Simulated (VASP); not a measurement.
A run of VASP 6.6.1:

File INCAR:

```
PREC = Accurate ; ENCUT = 520
EDIFF = 1E-6 ; ISMEAR = 0
SIGMA = 0.1 ; LREAL = False
LASPH = True ; NELM = 80
ALGO = Normal ; ISIF = 2
LWAVE = False ; LCHARG = False
GGA = PE ; NBANDS = 41
```

File KPOINTS:

```
Automatic mesh
0
Gamma
  4 4 4
```

The input POSCAR:

```
MgCd3Se4
1.0
    5.8676560200      0.0000000000      0.0000000000
    0.0000000000      5.8676560200      0.0000000000
    0.0000000000      0.0000000000      5.8676560200
Mg Cd Se
1 3 4
Direct
    0.5000000000      0.5000000000      0.5000000000
    0.0000000000      0.0000000000      0.5000000000
    0.0000000000      0.5000000000      0.0000000000
    0.5000000000      0.0000000000      0.0000000000
    0.7500000000      0.7500000000      0.7500000000
    0.7500000000      0.2500000000      0.2500000000
    0.2500000000      0.7500000000      0.2500000000
    0.2500000000      0.2500000000      0.7500000000
```

Potentials or basis: VASP PAW PBE potentials, release 64 (Mg, Cd, Se).

Launch:

```bash
$ cat potpaw_PBE.64/Mg/POTCAR potpaw_PBE.64/Cd/POTCAR potpaw_PBE.64/Se/POTCAR > POTCAR
$ mpirun -np 1 vasp_std > vasp.out
```

Hardware: 1 thread of Intel(R) Xeon(R) Platinum 8488C (Sapphire Rapids) (shared host).

Question: How long does it take, and how much memory?

Answer: It took 77 s on 1 thread of Intel(R) Xeon(R) Platinum 8488C (Sapphire Rapids) (shared host), peak memory 0.36 GiB. Counts: scf iterations 16, k points 10.
